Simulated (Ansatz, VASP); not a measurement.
SnO: VASP beside Ansatz

```xyz
4
Lattice="3.7652 0.0000 0.0000 0.0000 3.7652 0.0000 0.0000 0.0000 4.6522" Properties=species:S:1:pos:R:3 pbc="T T T"
Sn    1.8826    0.0000    1.1457
Sn    0.0000    1.8826    3.5065
O     0.0000    0.0000    0.0000
O     1.8826    1.8826    0.0000
```

Alike in both runs: functional LDA; k mesh 10 × 10 × 8; occupations fermi-dirac, width 0.1 eV; no spin polarisation.

Ansatz relaxed the structure, and its values are those at the end. VASP's run is a single point on that final structure, the one shown.

|  | VASP | Ansatz |
| --- | --- | --- |
| version | VASP 6.6.1 | Ansatz 0.2.0 |
| potentials or method | VASP PAW LDA potentials, release 64 (Sn_d, O_h) | PAW with Ansatz's default frozen-core files, scalar-relativistic |
| plane-wave cutoff (eV) | 910 | 420 |
| valence electrons in the cell | 40 | 40 |

Ansatz gave:

```
rms of the force components (eV/Å) : 0.001
```

What did VASP give for the same quantities?

rms of the force components (eV/Å): 0.044.

LDA's correlation is that of Perdew and Zunger in VASP and of Perdew and Wang (1992) in Ansatz.

Noted on VASP's run: the cutoff is short for stress, so the pressure is rough.
